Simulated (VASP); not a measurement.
Runs of VASP 6.6.1 on AlN. The structure is that of space group Fm-3m (No. 225), or close to it. The cells are those of the table. 

```csv
cell,k mesh,cutoff (eV),gap on the mesh (eV),pressure (GPa)
"a = 2.837 Å, angles 60.0°, 2 atoms",8 × 8 × 8,660,5.72,4.8
"a = 2.878 Å, angles 60.0°, 2 atoms",8 × 8 × 8,660,5.28,-7.1
"a = 2.736 Å, angles 60.0°, 2 atoms",10 × 10 × 10,520,(a),44.5
"a = 2.893 Å, angles 60.0°, 2 atoms",8 × 8 × 8,520,5.13,-10.7
"a = 2.855 Å, angles 60.0°, 2 atoms",8 × 8 × 8,520,5.53,-0.8
"a = 2.650 Å, angles 60.0°, 2 atoms",10 × 10 × 10,520,(b),94.5
"a = 2.816 Å, angles 60.0°, 2 atoms",8 × 8 × 8,520,5.90,11.4
"a = 2.777 Å, angles 60.0°, 2 atoms",8 × 8 × 8,520,5.82,26.3
```

Alike in all rows: task single point; level r2SCAN; potentials or basis VASP PAW PBE potentials, release 64 (Al, N); no spin polarisation; smearing gaussian 0.05 eV.

Problem. Estimate the missing entries.

Solution. (a) 5.73; (b) 5.48.

Caveats: the PAW data sets were made with another functional, which shifts forces and pressure a little.

A k mesh can miss the band edges.
